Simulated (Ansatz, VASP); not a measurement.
## One calculation of Ti, two programs

File INCAR:

```
  PREC = Accurate
  ENCUT = 520
  EDIFF = 1E-7
  ISMEAR = 0
  SIGMA = 0.15
  LREAL = False
  LASPH = True
  NELM = 80
  ALGO = Normal
  ISIF = 2
  LWAVE = False
  LCHARG = False
  GGA = PS
  NBANDS = 12
```

File KPOINTS:

```
regular mesh
0
Gamma
  20 20 20
```

POSCAR

```
Ti
1.0
    0.0000000000      1.9285000000      2.0807500000
    1.9285000000      0.0000000000      2.0807500000
    1.9285000000      1.9285000000      0.0000000000
Ti
1
Direct
    0.0000000000      0.0000000000      0.0000000000
```

Input for Ansatz:

```yaml
crystal:
  lattice:
    - [0.0, 1.9285, 2.08075]
    - [1.9285, 0.0, 2.08075]
    - [1.9285, 1.9285, 0.0]
  atoms:
    - { symbol: Ti, position: [0.0, 0.0, 0.0] }
basis:
  ecutwfc: 420
kpoints:
  mp_grid: { grid: [20, 20, 20] }
hamiltonian:
  xc: pbesol
scf:
  occupations: { method: gaussian, width: 0.15 }
output:
  forces: true
  stress: true
  eigenvalues: true
```

Change from the starting cell: strain -0.050 along x and y, +0.025 along z, atoms carried along.

Alike in both runs: task single point; functional PBEsol; k mesh 20 × 20 × 20; occupations gaussian, width 0.15 eV; no spin polarisation.

|  | VASP | Ansatz |
| --- | --- | --- |
| version | VASP 6.6.1 | Ansatz 0.2.0 |
| potentials or method | VASP PAW PBE potentials, release 64 (Ti_sv), cutoff 520 eV | scalar-relativistic, plane waves, PAW |
| valence electrons in the cell | 12 | 12 |

```tsv
	VASP	Ansatz	Ansatz less VASP
gap on the k mesh at the Fermi level (eV)	none	none	-
pressure (GPa)	9.3	9.7	+0.42
traceless stress, the component that is largest in VASP (GPa)	-1.46	-1.43	+0.035
```

VASP's potentials were made for PBE, not for PBEsol. A gap of «none» marks a metal or a gap that the smearing closes.
